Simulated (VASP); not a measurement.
Here is a VASP 6.6.1 calculation.

File INCAR:

```
SYSTEM = HfB2
PREC = Accurate ; ENCUT = 520
EDIFF = 1E-7 ; ISMEAR = -1
SIGMA = 0.03 ; LREAL = .False.
LASPH = .True. ; NELM = 60
ALGO = Normal ; ISIF = 2
LWAVE = .False. ; LCHARG = .False.
GGA = PS ; NBANDS = 15
```

The input KPOINTS:

```
Automatic mesh
0
Gamma
  15 15 12
  0 0 0
```

POSCAR

```
HfB2
1.0
    3.0759004798      0.0000000000      0.0000000000
   -1.5379502400      2.6638079550      0.0000000000
    0.0000000000      0.0000000000      3.4089596583
Hf B
1 2
Direct
    0.0000000000      0.0000000000      0.0000000000
    0.3333333333      0.6666666667      0.5000000000
    0.6666666667      0.3333333333      0.5000000000
```

Potentials or basis: VASP PAW PBE potentials, release 64 (Hf_pv, B).

Command:

```sh
$ cat potpaw_PBE.64/Hf_pv/POTCAR potpaw_PBE.64/B/POTCAR > POTCAR
$ mpirun -np 1 vasp_std > vasp.out
```

Problem. Estimate the band gap on the k mesh.

Solution. Zero (band 8 reaches 8.86 eV, above the bottom of band 9 at 7.76 eV).

Problem. Predict the pressure.

Solution. 12.9 GPa.

Stress tensor (GPa, compression positive):
```
13.90  0.00  0.00
 0.00 13.90  0.00
 0.00  0.00 10.85
```

Caveat: the PAW data sets were made with another functional, which shifts forces and pressure a little; spin-orbit coupling is left out, which moves the levels of the heavy elements.
